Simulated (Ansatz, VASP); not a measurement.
## Cs2SnI6: VASP beside Ansatz

Contents of INCAR:

```
SYSTEM = Cs2SnI6
PREC = Accurate
ENCUT = 400
EDIFF = 1E-8
ISMEAR = -1
SIGMA = 0.05
LREAL = .False.
LASPH = .True.
NELM = 120
ALGO = Normal
ISIF = 2
LWAVE = .False.
LCHARG = .False.
GGA = CA
LEFG = .True.
NBANDS = 47
GGA_COMPAT = .False.
```

KPOINTS

```
regular mesh
0
Gamma
  5 5 5
  0 0 0
```

The input POSCAR:

```
Cs2SnI6
1.0
    0.0000000000      5.8138000000      5.8138000000
    5.8138000000      0.0000000000      5.8138000000
    5.8138000000      5.8138000000      0.0000000000
Cs Sn I
2 1 6
Direct
    0.2500000000      0.2500000000      0.2500000000
    0.7500000000      0.7500000000      0.7500000000
    0.0000000000      0.0000000000      0.0000000000
    0.7529570405      0.2470429595      0.2470429595
    0.2470429595      0.7529570405      0.2470429595
    0.2470429595      0.7529570405      0.7529570405
    0.7529570405      0.2470429595      0.7529570405
    0.2470429595      0.2470429595      0.7529570405
    0.7529570405      0.7529570405      0.2470429595
```

Input for Ansatz:

```yaml
crystal:
  lattice:
    - [0.0, 5.8138, 5.8138]
    - [5.8138, 0.0, 5.8138]
    - [5.8138, 5.8138, 0.0]
  atoms:
    - { symbol: Cs, position: [0.25, 0.25, 0.25] }
    - { symbol: Cs, position: [0.75, 0.75, 0.75] }
    - { symbol: Sn, position: [0.0, 0.0, 0.0] }
    - { symbol: I, position: [0.7529570405, 0.2470429595, 0.2470429595] }
    - { symbol: I, position: [0.2470429595, 0.7529570405, 0.2470429595] }
    - { symbol: I, position: [0.2470429595, 0.7529570405, 0.7529570405] }
    - { symbol: I, position: [0.7529570405, 0.2470429595, 0.7529570405] }
    - { symbol: I, position: [0.2470429595, 0.2470429595, 0.7529570405] }
    - { symbol: I, position: [0.7529570405, 0.7529570405, 0.2470429595] }
kpoints:
  mp_grid: { grid: [5, 5, 5] }
scf:
  occupations: { method: fermi_dirac, width: 0.05 }
hamiltonian:
  xc: lda
  pseudopotentials: { kind: paw }
output:
  forces: true
  stress: true
  populations: true
  efg:
    quadrupole_moments_barn: { Cs: -0.00343, Sn: -0.132, I: -0.68822 }
    contact_densities: true
```

Alike in both runs: task electric field gradients; functional LDA; k mesh 5 × 5 × 5; occupations fermi-dirac, width 0.05 eV; no spin polarisation.

```csv
,VASP,Ansatz
version,VASP 6.6.1,Ansatz 0.2.0
potentials or method,"VASP PAW LDA potentials, release 64 (Cs_sv, Sn_d, I)","plane-wave PAW, scalar-relativistic"
plane-wave cutoff (eV),400,420
valence electrons in the cell,74,134
```

|  | VASP | Ansatz | Ansatz less VASP |
| --- | --- | --- | --- |
| pressure (GPa) | -1.2 | -1.2 | -0.02 |
| rms of the force components (eV/Å) | 0.018 | 0.021 | +0.0028 |
| size of Vzz on the site where it differs most (V/Å²) | 557.0 | 569.3 | +12.28 |

LDA's correlation is that of Perdew and Zunger in VASP and of Perdew and Wang (1992) in Ansatz. Atom by atom the forces differ by 0.003 eV/Å (rms over components). VASP's potentials hold 74 valence electrons a cell and Ansatz's 134, so a difference there can come from the potentials and not from the codes.

Neither program's run includes spin-orbit coupling.
